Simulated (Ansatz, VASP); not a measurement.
Mo in VASP and in Ansatz

```
Mo
1.0
     2.21762   -3.77540    0.00000
     2.21762    3.77540    0.00000
     0.00000    0.00000    4.43483
Mo
4
Direct
  0.16127 0.83873 0.00014
  0.66127 0.33873 0.49986
  0.83873 0.16127 0.99986
  0.33873 0.66127 0.50014
```

Alike in both runs: functional PBE; k mesh 6 × 6 × 4; occupations gaussian, width 0.1 eV; no spin polarisation.

Ansatz relaxed the structure, and its values are those at the end. VASP's run is a single point on that final structure, the one shown.

|  | VASP | Ansatz |
| --- | --- | --- |
| version | VASP 6.6.1 | Ansatz 0.2.0 |
| potentials or method | VASP PAW PBE potentials, release 64 (Mo_sv), cutoff 520 eV | scalar-relativistic, plane waves, PAW |
| valence electrons in the cell | 56 | 56 |

```csv
,VASP,Ansatz,Ansatz less VASP
gap on the k mesh at the Fermi level (eV),none,none,-
pressure (GPa),0.4,0.0,-0.42
rms of the force components (eV/Å),0.020,0.011,-0.0091
```

A gap of «none» marks a metal or a gap that the smearing closes. With one functional, cell and mesh, what is left measures potentials, basis and numerics.
